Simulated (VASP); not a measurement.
# Pt (Fm-3m) in VASP: a series of runs

Pt is run at these levels: PBEsol; tasks: single point, relaxation of cell and atoms.

All numbers are computed with VASP 6.6.1; they aren't measurements. Logs are shortened: lines on timing, memory, paths and dates and some standing lists are left out, and cuts for length are marked.

### 1 The cell of the first run

The structure is cubic, space group Fm-3m (No. 225). Conventional cell: a = 3.920 Å, b = 3.920 Å, c = 3.920 Å, α = 90.00°, β = 90.00°, γ = 90.00°. Pt (site symmetry m-3m) has 12 Pt at 2.77 Å within 3.7 Å.

### 2 Single point, PBEsol

The input, INCAR:

```
SYSTEM = Pt
PREC = Accurate ; ENCUT = 520
EDIFF = 1E-6 ; ISMEAR = -1
SIGMA = 0.1 ; LREAL = .FALSE.
LASPH = .TRUE. ; NELM = 60
ALGO = Normal ; ISIF = 2
LWAVE = .FALSE. ; LCHARG = .FALSE.
GGA = PS ; NBANDS = 11
```

The input, KPOINTS:

```
Automatic mesh
0
G
  24 24 24
  0 0 0
```

The input, POSCAR:

```
Pt
1.0
    0.0000000000      1.9598939866      1.9598939866
    1.9598939866      0.0000000000      1.9598939866
    1.9598939866      1.9598939866      0.0000000000
Pt
1
Direct
    0.0000000000      0.0000000000      0.0000000000
```

Potentials or basis: VASP PAW PBE potentials, release 64 (Pt).

On the command line:

```
cat potpaw_PBE.64/Pt/POTCAR > POTCAR
mpirun -np 1 vasp_std > vasp.out
```

OUTCAR:

```text
SYSTEM = Pt
   PREC = Accurate
   ENCUT = 520
   EDIFF = 1E-6
   ISMEAR = -1
   LREAL = .FALSE.
   LASPH = .TRUE.
   NELM = 60
   ISIF = 2
   GGA = PS

 ion  position               nearest neighbor table
   1  0.000  0.000  0.000-

  LATTYP: Found a face centered cubic cell.
 ALAT       =     3.9197879732

  Lattice vectors:

 A1 = (   0.0000000000,   1.9598939866,   1.9598939866)
 A2 = (   1.9598939866,   0.0000000000,   1.9598939866)
 A3 = (   1.9598939866,   1.9598939866,   0.0000000000)

Analysis of symmetry for initial positions (statically):
=====================================================================
 Subroutine PRICEL returns:
 Original cell was already a primitive cell.

 Routine SETGRP: Setting up the symmetry group for a
 face centered cubic supercell.

 Subroutine GETGRP returns: Found 48 space group operations
 (whereof 48 operations were pure point group operations)
 out of a pool of 48 trial point group operations.

The static configuration has the point symmetry O_h .

Analysis of symmetry for dynamics (positions and initial velocities):
=====================================================================
 Subroutine PRICEL returns:
 Original cell was already a primitive cell.

 Routine SETGRP: Setting up the symmetry group for a
 face centered cubic supercell.

 Subroutine GETGRP returns: Found 48 space group operations
 (whereof 48 operations were pure point group operations)
 out of a pool of 48 trial point group operations.

The dynamic configuration has the point symmetry O_h .

 Subroutine INISYM returns: Found 48 space group operations
 (whereof 48 operations are pure point group operations),
 and found     1 'primitive' translations

----------------------------------------------------------------------------------------

                                     Primitive cell

  volume of cell :      15.0566

  direct lattice vectors                    reciprocal lattice vectors
     0.000000000  1.959893987  1.959893987    -0.255115840  0.255115840  0.255115840
     1.959893987  0.000000000  1.959893987     0.255115840 -0.255115840  0.255115840
     1.959893987  1.959893987  0.000000000     0.255115840  0.255115840 -0.255115840

  length of vectors
     2.771708657  2.771708657  2.771708657     0.441873596  0.441873596  0.441873596

  position of ions in fractional coordinates (direct lattice)
     0.000000000  0.000000000  0.000000000

  ion indices of the primitive-cell ions
   primitive index   ion index
                 1           1

----------------------------------------------------------------------------------------

 KPOINTS: Automatic mesh

Automatic generation of k-mesh.
 Grid dimensions read from file:
 generate k-points for:   24   24   24

 Generating k-lattice:

  Cartesian coordinates                     Fractional coordinates (reciprocal lattice)
    -0.010629827  0.010629827  0.010629827     0.041666667  0.000000000  0.000000000
     0.010629827 -0.010629827  0.010629827     0.000000000  0.041666667  0.000000000
     0.010629827  0.010629827 -0.010629827     0.000000000  0.000000000  0.041666667

  Length of vectors
     0.018411400  0.018411400  0.018411400

  Shift w.r.t. Gamma in fractional coordinates (k-lattice)
     0.000000000  0.000000000  0.000000000

 Subroutine IBZKPT returns following result:
 ===========================================

 Found    413 irreducible k-points:

 Following reciprocal coordinates:
            Coordinates               Weight
  0.000000  0.000000  0.000000      1.000000
  0.041667  0.000000  0.000000      8.000000
  0.083333  0.000000  0.000000      8.000000
  0.125000  0.000000  0.000000      8.000000
  0.166667  0.000000  0.000000      8.000000
  0.208333  0.000000  0.000000      8.000000
[... 16 lines left out ...]
  0.416667  0.041667  0.000000     24.000000
  0.458333  0.041667  0.000000     24.000000
 [... further k-points ...]
   k-points           NKPTS =    413   k-points in BZ     NKDIM =    413   number of bands    NBANDS=     11
   number of dos      NEDOS =    301   number of ions     NIONS =      1
   total plane-waves  NPLWV =  13824
   dimension x,y,z NGX =    24 NGY =   24 NGZ =   24
   dimension x,y,z NGXF=    48 NGYF=   48 NGZF=   48
   ions per type =               1
   NGX,Y,Z   is equivalent  to a cutoff of  14.40, 14.40, 14.40 a.u.
   NGXF,Y,Z  is equivalent  to a cutoff of  28.79, 28.79, 28.79 a.u.
 SYSTEM =  Pt
   PREC   = accura    normal or accurate (medium, high low for compatibility)
   ISTART =      0    job   : 0-new  1-cont  2-samecut
   ICHARG =      2    charge: 1-file 2-atom 10-const
   ISPIN  =      1    spin polarized calculation?
   LNONCOLLINEAR =      F non collinear calculations
   LSORBIT =      F    spin-orbit coupling
   LASPH  =      T    aspherical Exc in radial PAW
   ENCUT  =  520.0 eV  38.22 Ry    6.18 a.u.   5.15  5.15  5.15*2*pi/ulx,y,z
   NELM   =     60;   NELMIN=  2; NELMDL= -5     # of ELM steps
   EDIFF  = 0.1E-05   stopping-criterion for ELM
   LREAL  =      F    real-space projection
   EDIFFG = 0.1E-04   stopping-criterion for IOM
   NSW    =      0    number of steps for IOM
   IBRION =     -1    ionic relax: 0-MD 1-quasi-New 2-CG
   NFREE  =      0    steps in history (QN), initial steepest desc. (CG)
   ISIF   =      2    stress and relaxation
   ISYM   =      2    0-nonsym 1-usesym 2-fastsym
   POTIM  = 0.5000    time-step for ionic-motion
   TEBEG  =    0.0;   TEEND  =   0.0 temperature during run
   PSTRESS=    0.0 pullay stress
   NELECT =      10.0000    total number of electrons
   NUPDOWN=      -1.0000    fix difference up-down
   EMIN   =  10.00;   EMAX   =-10.00  energy-range for DOS
   EFERMI =   0.00;   METHOD = LEGACY
   ISMEAR =    -1;   SIGMA  =   0.10  broadening in eV -4-tet -1-fermi 0-gaus
   EFERMI_NEDOS =   21; number of points for ismear=-14 and -15
   IALGO  =     38    algorithm
   IMIX   =      4    mixing-type and parameters
     AMIX     =   0.40;   BMIX     =  1.00
     AMIX_MAG =   1.60;   BMIX_MAG =  1.00
  volume/ion in A,a.u.               =      15.06       101.61
  Fermi-wavevector in a.u.,A,eV,Ry     =   1.428342  2.699175 27.758080  2.040161
  Thomas-Fermi vector in A             =   2.548414
   LORBIT       =      0    0 simple, 1 ext, 2 COOP (PROOUT), +10 PAW based schemes
   GGA     = PS    functional components
   LHFCALC =     F    Hartree Fock is set to
   AEXX    =    0.0000 exact exchange contribution
   IVDW    =     0    specifies the selected vdW correction
   LEPSILON=     F    determine dielectric tensor
   LRPA    =     F    only Hartree local field effects (RPA)
 non-spin polarized calculation
  energy-cutoff  :      520.00
  volume of cell :       15.06
 maximum number of plane-waves:       419
 NGX is ok and might be reduce to    24
   NGX = 11   NGY = 11   NGZ = 11

 number of electron      10.0000000 magnetization

 Free energy of the ion-electron system (eV)
  ---------------------------------------------------
  ext. energy  EPLUGINS =         0.00000000
  ---------------------------------------------------
  free energy    TOTEN  =        -6.99327585 eV

  energy without entropy =       -6.93866755  energy(sigma->0) =       -6.96597170

 E-fermi :  11.1350     XC(G=0): -13.6376

 val. band max:       11.1335562443   @ k =  -0.4167   0.3333   0.0417
 cond. band min:      11.1352027778   @ k =  -0.2500   0.4167   0.1667
 fundamental gap:      0.0016465335
 Fermi energy:        11.1350356945

 k-point     1 :       0.0000    0.0000    0.0000
  band No.  band energies     occupation
      1       0.8133      2.00000
      2       7.3136      2.00000
      3       7.3136      2.00000
      4       7.3136      2.00000
      5       9.4975      2.00000
      6       9.4975      2.00000
      7      25.7477      0.00000
      8      30.7133      0.00000
      9      30.7133      0.00000
     10      30.7133      0.00000
     11      36.0172      0.00000

 k-point     2 :       0.0417    0.0000    0.0000
  band No.  band energies     occupation
      1       0.8836      2.00000
      2       7.2811      2.00000
      3       7.3422      2.00000
      4       7.3422      2.00000
      5       9.4809      2.00000
      6       9.4809      2.00000
      7      25.8589      0.00000
      8      30.3121      0.00000
      9      30.8218      0.00000
     10      30.8218      0.00000
     11      36.4652      0.00000

 k-point     3 :       0.0833    0.0000    0.0000
  band No.  band energies     occupation
      1       1.0914      2.00000
      2       7.1916      2.00000
      3       7.4220      2.00000
      4       7.4220      2.00000
      5       9.4388      2.00000
      6       9.4388      2.00000
      7      26.1761      0.00000
      8      29.3774      0.00000
      9      31.1417      0.00000
     10      31.1417      0.00000
     11      37.3943      0.00000

 k-point     4 :       0.1250    0.0000    0.0000
  band No.  band energies     occupation
      1       1.4254      2.00000
      2       7.0677      2.00000
      3       7.5342      2.00000
      4       7.5342      2.00000
      5       9.3949      2.00000
      6       9.3949      2.00000
      7      26.6448      0.00000
      8      28.2389      0.00000
      9      31.6559      0.00000
     10      31.6559      0.00000
     11      37.3480      0.00000
[... 239 lines left out ...]
 k-point    22 :       0.3750    0.0417    0.0000
  band No.  band energies     occupation
      1       3.7148      2.00000
      2       7.3938      2.00000
      3       7.5059      2.00000
      4       8.1375      2.00000
      5      10.5146      1.99597
      6      10.7034      1.97366
      7      20.4009      0.00000
      8      26.2481      0.00000
      9      31.1382      0.00000
     10      32.0577      0.00000
     11      37.0445      0.00000

 k-point    23 :       0.4167    0.0417    0.0000
  band No.  band energies     occupation
      1       3.7809      2.00000
      2       7.2983      2.00000
      3       7.4117      2.00000
      4       8.9258      2.00000
      5      10.9575      1.71013
      6      10.9647      1.69200
      7      18.9181      0.00000
      8      25.8215      0.00000
      9      30.4908      0.00000
     10      31.1074      0.00000
     11      38.1233      0.00000

 k-point    24 :       0.4583    0.0417    0.0000
  band No.  band energies     occupation
      1       3.7968      2.00000
      2       7.2337      2.00000
      3       7.3415      2.00000
      4       9.6294      2.00000
      5      11.1329      1.01063
      6      11.3929      0.14099
      7      17.6774      0.00000
      8      25.5401      0.00000
      9      30.0878      0.00000
     10      30.3876      0.00000
     11      38.8697      0.00000

 [... further k-points ...]

------------------------ aborting loop because EDIFF is reached ----------------------------------------

  FORCE on cell =-STRESS in cart. coord.  units (eV):
  Direction    XX          YY          ZZ          XY          YZ          ZX
  --------------------------------------------------------------------------------------
  -------------------------------------------------------------------------------------
  Total       -0.0394206     -0.0394206     -0.0394206      0.0000000      0.0000000      0.0000000
  in kB       -4.1947526     -4.1947526     -4.1947526      0.0000000      0.0000000      0.0000000
  external PRESSURE =      -4.1947526 kB  Pullay stress =       0.0000000 kB

 VOLUME and BASIS-vectors are now :
 -----------------------------------------------------------------------------
  energy-cutoff  :      520.00
  volume of cell :       15.06
      direct lattice vectors                 reciprocal lattice vectors
     0.000000000  1.959893987  1.959893987    -0.255115840  0.255115840  0.255115840
     1.959893987  0.000000000  1.959893987     0.255115840 -0.255115840  0.255115840
     1.959893987  1.959893987  0.000000000     0.255115840  0.255115840 -0.255115840

 POSITION                                       TOTAL-FORCE (eV/Angst)
 -----------------------------------------------------------------------------------
      0.00000      0.00000      0.00000        -0.000000      0.000000      0.000000
 -----------------------------------------------------------------------------------
    total drift:                               -0.000000      0.000000     -0.000000

  FREE ENERGIE OF THE ION-ELECTRON SYSTEM (eV)
  ---------------------------------------------------
  free  energy   TOTEN  =        -6.9932758530 eV

  energy  without entropy=       -6.9386675503  energy(sigma->0) =       -6.96597170
```

Run time: 18 s. Hardware: 1 thread of Intel Xeon 6975P-C (Granite Rapids), shared host; peak memory 0.19 GiB.

What came out:

```
Free energy            : -6.9933 eV
Pressure               : -0.4 GPa
Band gap on the k mesh : zero (band 5 reaches 11.63 eV, above the bottom of band 6 at 9.39 eV)
```

Caveat: the PAW data sets were made with another functional, which shifts forces and pressure a little; spin-orbit coupling is left out, which moves the levels of the heavy elements.

### 3 Relaxation of cell and atoms, PBEsol

The input, INCAR:

```
SYSTEM = Pt
PREC = Accurate ; ENCUT = 600
EDIFF = 1E-6 ; ISMEAR = -1
SIGMA = 0.1 ; LREAL = .False.
LASPH = .True. ; NELM = 80
ALGO = Normal ; ISIF = 3
LWAVE = .False. ; LCHARG = .False.
GGA = PS ; IBRION = 2
NSW = 100 ; EDIFFG = -0.002
```

The input, KPOINTS:

```
Automatic mesh
0
Gamma
  24 24 24
  0 0 0
```

The input, POSCAR:

```
Pt
1.0
    0.0000000000      1.9609000000      1.9609000000
    1.9609000000      0.0000000000      1.9609000000
    1.9609000000      1.9609000000      0.0000000000
Pt
1
Direct
    0.0000000000      0.0000000000      0.0000000000
```

Potentials or basis: VASP PAW PBE potentials, release 64 (Pt).

On the command line:

```
cat potpaw_PBE.64/Pt/POTCAR > POTCAR
mpirun -np 1 vasp_std > vasp.out
```

It took 37 s on 1 thread of Intel Xeon 6975P-C (Granite Rapids), shared host; peak memory 0.21 GiB.

The run converged. Its results:

| Quantity | Value |
| --- | --- |
| Free energy | -6.9933 eV |
| Relaxed volume | 15.04 Å³/atom |
| Relaxed cell | a = 2.771 Å, b = 2.771 Å, c = 2.771 Å, α = 60.00°, β = 60.00°, γ = 60.00° |
| Space group after relaxing (to 0.05 Å) | Fm-3m (No. 225) |
| Energy gained by relaxing | 0.1 meV/atom |
| Ionic steps | 3 |
| Pressure after relaxing | 0.0 GPa |
| Band gap on the k mesh | zero (band 5 reaches 11.65 eV, above the bottom of band 6 at 9.41 eV) |

Final structure:
```
Pt
1.0
     0.00000    1.95915    1.95915
     1.95915    0.00000    1.95915
     1.95915    1.95915    0.00000
Pt
1
Direct
  0.00000 0.00000 0.00000
```

Levels at points of the mesh, in eV from the Fermi level:
| k point | band 1 | band 2 | band 3 | band 4 | band 5 | band 6 | band 7 | band 8 | band 9 |
| --- | --- | --- | --- | --- | --- | --- | --- | --- | --- |
| (0.00, 0.00, 0.00) | -10.33 | -3.83 | -3.83 | -3.83 | -1.64 | -1.64 | 14.61 | 19.58 | 19.58 |
| (0.50, 0.00, 0.00) | -7.41 | -3.89 | -3.89 | -0.57 | 0.04 | 0.04 | 5.82 | 14.16 | 18.95 |
| (0.50, 0.50, 0.00) | -7.15 | -6.68 | 0.01 | 0.49 | 0.49 | 1.70 | 8.85 | 11.34 | 11.34 |

Caveat: the PAW data sets were made with another functional, which shifts forces and pressure a little; spin-orbit coupling is left out, which moves the levels of the heavy elements.
